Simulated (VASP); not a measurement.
# GaP (rocksalt type) (Fm-3m) in VASP: further runs, part 2 of 2

VASP 6.6.1.

## 3. Single point, r2SCAN

This run uses another cell than the first one, of 16.76 Å³/atom, 1.064 times its volume.

Contents of POSCAR:

```
GaP
1.0
    0.0000000000      2.5589476207      2.5589476207
    2.5589476207      0.0000000000      2.5589476207
    2.5589476207      2.5589476207      0.0000000000
Ga P
1 1
Direct
    0.0000000000      0.0000000000      0.0000000000
    0.5000000000      0.5000000000      0.5000000000
```

Contents of INCAR.step1:

```
ALGO     = Normal         # electronic algorithm
EDIFF    = 1E-4           # SCF threshold, eV
ENCUT    = 520            # plane-wave cutoff, eV
GGA      = PE             # functional
ISMEAR   = -1             # smearing method
LASPH    = True           # aspherical terms in the spheres
LCHARG   = False          # write CHGCAR
LREAL    = False          # projectors in reciprocal space
LWAVE    = True           # write WAVECAR
NBANDS   = 16             # bands
NELM     = 60             # most SCF steps
PREC     = Accurate       # precision mode
SIGMA    = 0.05           # smearing width, eV
```

Contents of INCAR.step2:

```
ALGO     = Normal         # electronic algorithm
EDIFF    = 1E-6           # SCF threshold, eV
ENCUT    = 520            # plane-wave cutoff, eV
ISIF     = 2              # what is computed and relaxed
ISMEAR   = -1             # smearing method
ISTART   = 1            
LASPH    = True           # aspherical terms in the spheres
LCHARG   = True           # write CHGCAR
LELF     = True           # ELF
LMIXTAU  = True         
LREAL    = False          # projectors in reciprocal space
LVHAR    = True         
LWAVE    = False          # write WAVECAR
METAGGA  = R2SCAN         # meta-GGA
NBANDS   = 16             # bands
NELM     = 60             # most SCF steps
PREC     = Accurate       # precision mode
SIGMA    = 0.05           # smearing width, eV
```

Contents of KPOINTS:

```
k-points
0
Gamma
  14 14 14
```

Potentials or basis: VASP PAW PBE potentials, release 64 (Ga_d, P).

Started as:

```bash
$ cat potpaw_PBE.64/Ga_d/POTCAR potpaw_PBE.64/P/POTCAR > POTCAR
$ cp INCAR.step1 INCAR
$ mpirun -np 1 vasp_std > vasp.out
$ cp INCAR.step2 INCAR
$ mpirun -np 1 vasp_std > vasp.out
```

OUTCAR:

```text
EDIFF = 1E-6
   ENCUT = 520
   ISIF = 2
   ISMEAR = -1
   ISTART = 1
   LASPH = True
   LREAL = False
   METAGGA = R2SCAN
   NELM = 60
   PREC = Accurate

 ion  position               nearest neighbor table
   1  0.000  0.000  0.000-   2 2.56   2 2.56   2 2.56   2 2.56   2 2.56   2 2.56
   2  0.500  0.500  0.500-   1 2.56   1 2.56   1 2.56   1 2.56   1 2.56   1 2.56

  LATTYP: Found a face centered cubic cell.
 ALAT       =     5.1178952414

  Lattice vectors:

 A1 = (   0.0000000000,   2.5589476207,   2.5589476207)
 A2 = (   2.5589476207,   0.0000000000,   2.5589476207)
 A3 = (   2.5589476207,   2.5589476207,   0.0000000000)

Analysis of symmetry for initial positions (statically):
=====================================================================
 Subroutine PRICEL returns:
 Original cell was already a primitive cell.

 Routine SETGRP: Setting up the symmetry group for a
 face centered cubic supercell.

 Subroutine GETGRP returns: Found 48 space group operations
 (whereof 48 operations were pure point group operations)
 out of a pool of 48 trial point group operations.

The static configuration has the point symmetry O_h .

Analysis of symmetry for dynamics (positions and initial velocities):
=====================================================================
 Subroutine PRICEL returns:
 Original cell was already a primitive cell.

 Routine SETGRP: Setting up the symmetry group for a
 face centered cubic supercell.

 Subroutine GETGRP returns: Found 48 space group operations
 (whereof 48 operations were pure point group operations)
 out of a pool of 48 trial point group operations.

The dynamic configuration has the point symmetry O_h .

 Subroutine INISYM returns: Found 48 space group operations
 (whereof 48 operations are pure point group operations),
 and found     1 'primitive' translations

[... 106 lines left out ...]
   NUPDOWN=      -1.0000    fix difference up-down
   EMIN   =  10.00;   EMAX   =-10.00  energy-range for DOS
   EFERMI =   0.00;   METHOD = LEGACY
   ISMEAR =    -1;   SIGMA  =   0.05  broadening in eV -4-tet -1-fermi 0-gaus
   EFERMI_NEDOS =   21; number of points for ismear=-14 and -15
   IALGO  =     38    algorithm
   IMIX   =      4    mixing-type and parameters
     AMIX     =   0.40;   BMIX     =  1.00
     AMIX_MAG =   1.60;   BMIX_MAG =  1.00
  volume/ion in A,a.u.               =      16.76       113.08
  Fermi-wavevector in a.u.,A,eV,Ry     =   1.330743  2.514740 24.094252  1.770878
  Thomas-Fermi vector in A             =   2.459807
   LORBIT       =      0    0 simple, 1 ext, 2 COOP (PROOUT), +10 PAW based schemes
   METAGGA = R2SCAN    functional components
   LHFCALC =     F    Hartree Fock is set to
   AEXX    =    0.0000 exact exchange contribution
   IVDW    =     0    specifies the selected vdW correction
   LEPSILON=     F    determine dielectric tensor
   LRPA    =     F    only Hartree local field effects (RPA)
 non-spin polarized calculation
  energy-cutoff  :      520.00
  volume of cell :       33.51
 maximum number of plane-waves:       934
   NGX = 13   NGY = 13   NGZ = 13

 number of electron      17.9999996 magnetization

 Free energy of the ion-electron system (eV)
  ---------------------------------------------------
  ext. energy  EPLUGINS =         0.00000000
  ---------------------------------------------------
  free energy    TOTEN  =       -20.47152256 eV

  energy without entropy =      -20.46371355  energy(sigma->0) =      -20.46761806

 E-fermi :   6.5822     XC(G=0): -11.8867

 val. band max:        6.5347871996   @ k =   0.2857   0.0000   0.0000
 cond. band min:       6.6051003489   @ k =   0.3571   0.0000   0.0000
 fundamental gap:      0.0703131493
 Fermi energy:         6.5821629683

 k-point     1 :       0.0000    0.0000    0.0000
  band No.  band energies     occupation
      1      -8.6658      2.00000
      2      -8.6658      2.00000
      3      -8.6295      2.00000
      4      -8.6295      2.00000
      5      -8.6295      2.00000
      6      -7.4292      2.00000
[... 433 lines left out ...]
      3      -8.6389      2.00000
      4      -8.6056      2.00000
      5      -8.5972      2.00000
      6      -6.2230      2.00000
[... 8 lines left out ...]
     15      17.8625      0.00000
     16      18.3095      0.00000

 [... further k-points ...]
[... 5 lines left out ...]
  --------------------------------------------------------------------------------------
  -------------------------------------------------------------------------------------
  Total       -0.0251392     -0.0251392     -0.0251392     -0.0000000      0.0000000     -0.0000000
  in kB       -1.2018450     -1.2018450     -1.2018450     -0.0000000      0.0000000     -0.0000000
  external PRESSURE =      -1.2018450 kB  Pullay stress =       0.0000000 kB

 VOLUME and BASIS-vectors are now :
 -----------------------------------------------------------------------------
  energy-cutoff  :      520.00
  volume of cell :       33.51
      direct lattice vectors                 reciprocal lattice vectors
     0.000000000  2.558947621  2.558947621    -0.195392823  0.195392823  0.195392823
     2.558947621  0.000000000  2.558947621     0.195392823 -0.195392823  0.195392823
     2.558947621  2.558947621  0.000000000     0.195392823  0.195392823 -0.195392823

 POSITION                                       TOTAL-FORCE (eV/Angst)
 -----------------------------------------------------------------------------------
      0.00000      0.00000      0.00000         0.000000      0.000000     -0.000000
      2.55895      2.55895      2.55895        -0.000000     -0.000000      0.000000
 -----------------------------------------------------------------------------------
    total drift:                               -0.000000      0.000000      0.000000

  FREE ENERGIE OF THE ION-ELECTRON SYSTEM (eV)
  ---------------------------------------------------
  free  energy   TOTEN  =       -20.4715225640 eV

  energy  without entropy=      -20.4637135483  energy(sigma->0) =      -20.46761806
```

OUTCAR.step1:

```text
EDIFF = 1E-4
   ENCUT = 520
   GGA = PE
   ISMEAR = -1
   LASPH = True
[... 676 lines left out ...]
      0.00000      0.00000      0.00000         0.000000     -0.000000     -0.000000
      2.55895      2.55895      2.55895        -0.000000      0.000000      0.000000
 -----------------------------------------------------------------------------------
    total drift:                               -0.000000      0.000000      0.000000

  FREE ENERGIE OF THE ION-ELECTRON SYSTEM (eV)
  ---------------------------------------------------
  free  energy   TOTEN  =        -8.3107746327 eV

  energy  without entropy=       -8.3020947529  energy(sigma->0) =       -8.30643469
```

OSZICAR.step1:

```text
N       E                     dE             d eps       ncg     rms          rms(c)
DAV:   1     0.734196525747E+02    0.73420E+02   -0.90172E+03  3632   0.173E+03
DAV:   2    -0.339635152560E+01   -0.76816E+02   -0.73219E+02  3848   0.301E+02
DAV:   3    -0.841483363158E+01   -0.50185E+01   -0.49742E+01  4128   0.594E+01
DAV:   4    -0.848194667014E+01   -0.67113E-01   -0.67088E-01  4136   0.716E+00
DAV:   5    -0.848310989132E+01   -0.11632E-02   -0.11631E-02  4176   0.848E-01    0.377E+00
DAV:   6    -0.831856108794E+01    0.16455E+00   -0.29451E-01  4744   0.103E+01    0.239E+00
DAV:   7    -0.831039045649E+01    0.81706E-02   -0.50809E-02  4672   0.160E+00    0.101E+00
DAV:   8    -0.831074098340E+01   -0.35053E-03   -0.53221E-03  4168   0.100E+00    0.112E-01
DAV:   9    -0.831077463275E+01   -0.33649E-04   -0.51241E-04  4240   0.379E-01
   1 F= -.83107746E+01 E0= -.83064347E+01  d E =-.867988E-02
```

It took 3.2 min on 1 thread of AMD EPYC 9R45 (Zen 5), shared host; peak memory 0.17 GiB.

What came out:

```
Free energy            : -20.4715 eV
Pressure               : -0.1 GPa
Band gap on the k mesh : zero (band 9 reaches 7.08 eV, above the bottom of band 10 at 3.67 eV)
```

Caveat: the PAW data sets were made with another functional, which shifts forces and pressure a little.

## 4. Relaxation of cell and atoms, r2SCAN

This run uses another cell than the first one, of 12.93 Å³/atom, 0.821 times its volume.

Contents of POSCAR:

```
GaP
1.0
    0.0000000000      2.3472160896      2.3472160896
    2.3472160896      0.0000000000      2.3472160896
    2.3472160896      2.3472160896      0.0000000000
Ga P
1 1
Direct
    0.0000000000      0.0000000000      0.0000000000
    0.5000000000      0.5000000000      0.5000000000
```

Contents of INCAR.step1:

```
SYSTEM = GaP
  ALGO = Normal
  EDIFF = 1E-4
  ENCUT = 600
  GGA = PE
  ISMEAR = -1
  LASPH = .True.
  LCHARG = .False.
  LREAL = .False.
  LWAVE = .True.
  NELM = 60
  PREC = Accurate
  SIGMA = 0.05
```

Contents of INCAR.step2:

```
SYSTEM = GaP
  ALGO = Normal
  EDIFF = 1E-6
  EDIFFG = -0.005
  ENCUT = 600
  IBRION = 2
  ISIF = 3
  ISMEAR = -1
  ISTART = 1
  LASPH = .True.
  LCHARG = .False.
  LMIXTAU = .True.
  LREAL = .False.
  LWAVE = .False.
  METAGGA = R2SCAN
  NELM = 60
  NSW = 60
  PREC = Accurate
  SIGMA = 0.05
```

Contents of KPOINTS:

```
k-points
0
Gamma
  14 14 14
  0 0 0
```

Started as:

```bash
$ cat potpaw_PBE.64/Ga_d/POTCAR potpaw_PBE.64/P/POTCAR > POTCAR
$ cp INCAR.step1 INCAR
$ mpirun -np 1 vasp_std > vasp.out
$ cp INCAR.step2 INCAR
$ mpirun -np 1 vasp_std > vasp.out
```

Wall time 20 min (1 thread of AMD EPYC 9R45 (Zen 5), shared host); peak memory 0.17 GiB.

It converged, with:

- Free energy: -20.4701 eV
- Relaxed volume: 16.73 Å³/atom
- Relaxed cell: a = 3.617 Å, b = 3.617 Å, c = 3.617 Å, α = 60.00°, β = 60.00°, γ = 60.00°
- Space group after relaxing (to 0.05 Å): Fm-3m (No. 225)
- Energy gained by relaxing: 426.5 meV/atom
- Ionic steps: 19
- Pressure after relaxing: 0.0 GPa
- Band gap on the k mesh: zero (band 9 reaches 7.10 eV, above the bottom of band 10 at 3.69 eV)

Step by step:
```tsv
step	energy change (eV)	largest force (eV/Å)	pressure (GPa)	volume (Å³)
1	0.0000	0.0000	45.24	25.86
2	-0.4080	0.0000	-13.25	42.08
3	-0.8528	0.0000	-0.39	33.63
4	-0.8531	0.0000	0.06	33.46
5	-0.8531	0.0000	0.07	33.46
6	-0.8531	0.0000	0.07	33.46
7	-0.8531	0.0000	0.07	33.46
8	-0.8531	0.0000	0.07	33.46
9	-0.8531	0.0000	0.07	33.46
10	-0.8531	0.0000	0.07	33.46
11	-0.8531	0.0000	0.07	33.46
12	-0.8531	0.0000	0.07	33.46
13	-0.8531	0.0000	0.07	33.46
14	-0.8531	0.0000	0.07	33.46
15	-0.8531	0.0000	0.07	33.46
16	-0.8531	0.0000	0.07	33.46
17	-0.8531	0.0000	0.07	33.46
18	-0.8531	0.0000	0.07	33.46
19	-0.8531	0.0000	-0.01	33.46
```

Final structure:
```cif
data_structure
_symmetry_space_group_name_H-M 'P 1'
_symmetry_Int_Tables_number 1
_cell_length_a 3.6171
_cell_length_b 3.6171
_cell_length_c 3.6171
_cell_angle_alpha 60.000
_cell_angle_beta 60.000
_cell_angle_gamma 60.000
_cell_volume 33.46
loop_
_atom_site_label
_atom_site_type_symbol
_atom_site_fract_x
_atom_site_fract_y
_atom_site_fract_z
_atom_site_occupancy
Ga1 Ga 0.00000 0.00000 0.00000 1
P1 P 0.50000 0.50000 0.50000 1
```

Levels at points of the mesh, in eV from the Fermi level:
```tsv
k point	band 5	band 6	band 7	band 8	band 9	band 10	band 11	band 12	band 13
(0.00, 0.00, 0.00)	-15.21	-14.02	-0.06	-0.06	-0.06	2.18	7.50	7.50	7.50
(0.50, 0.00, 0.00)	-15.16	-11.06	-8.26	0.14	0.14	3.20	3.20	3.65	5.85
(0.50, 0.50, 0.00)	-15.14	-9.84	-6.24	-3.09	-2.91	-2.91	3.71	11.88	11.88
```

Caveat: the volume moved by over 15 % at a fixed basis, so the end points are rough; the PAW data sets were made with another functional, which shifts forces and pressure a little.

## 5. The runs side by side

```tsv
task	cell	cutoff (eV)	gap on the mesh (eV)	pressure (GPa)
single point	a = 3.545 Å, angles 60.0°, 2 atoms	520	none	6.9
single point	a = 3.619 Å, angles 60.0°, 2 atoms	520	none	-0.1
relaxation of cell and atoms	relaxed from a = 3.319 Å, angles 60.0°, 2 atoms	600	none	0.0
```

Alike in all rows: level r2SCAN; potentials or basis VASP PAW PBE potentials, release 64 (Ga_d, P); no spin polarisation; k mesh 14 × 14 × 14; smearing fermi-dirac 0.05 eV.

Caveats: the PAW data sets were made with another functional, which shifts forces and pressure a little; the volume moved by over 15 % at a fixed basis, so the end points are rough (some runs).

Total energies depend on the potentials used, so only differences within one code and one set of settings carry meaning.
